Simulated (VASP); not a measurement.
Here is a VASP 6.6.1 calculation.

Contents of INCAR:

```
  PREC = Accurate
  ENCUT = 520
  EDIFF = 1E-6
  ISMEAR = -1
  SIGMA = 0.1
  LREAL = F
  LASPH = T
  NELM = 100
  ALGO = Normal
  ISIF = 2
  LWAVE = F
  LCHARG = F
  GGA = PE
  NBANDS = 18
```

File KPOINTS:

```
Automatic mesh
0
Gamma
  10 10 8
```

The input POSCAR:

```
Si2W
1.0
    3.9756512709      0.0000000000      0.0000000000
   -1.9878256354      3.4430149972      0.0000000000
    0.0000000000      0.0000000000      2.4815531290
W Si
1 2
Direct
    0.0000000000      0.0000000000      0.0000000000
    0.3333333333      0.6666666667      0.5000000000
    0.6666666667      0.3333333333      0.5000000000
```

Potentials or basis: VASP PAW PBE potentials, release 64 (W_sv, Si).

Launch:

```bash
$ cat potpaw_PBE.64/W_sv/POTCAR potpaw_PBE.64/Si/POTCAR > POTCAR
$ mpirun -np 1 vasp_std > vasp.out
```

Estimate the pressure.

64.8 GPa.

What does it give for the band gap on the k mesh?

Zero (band 11 reaches 16.67 eV, above the bottom of band 12 at 12.76 eV).

Stress tensor (GPa, compression positive):
```
64.60  0.00  0.00
 0.00 64.60  0.00
 0.00  0.00 65.31
```

Caveat: spin-orbit coupling is left out, which moves the levels of the heavy elements.
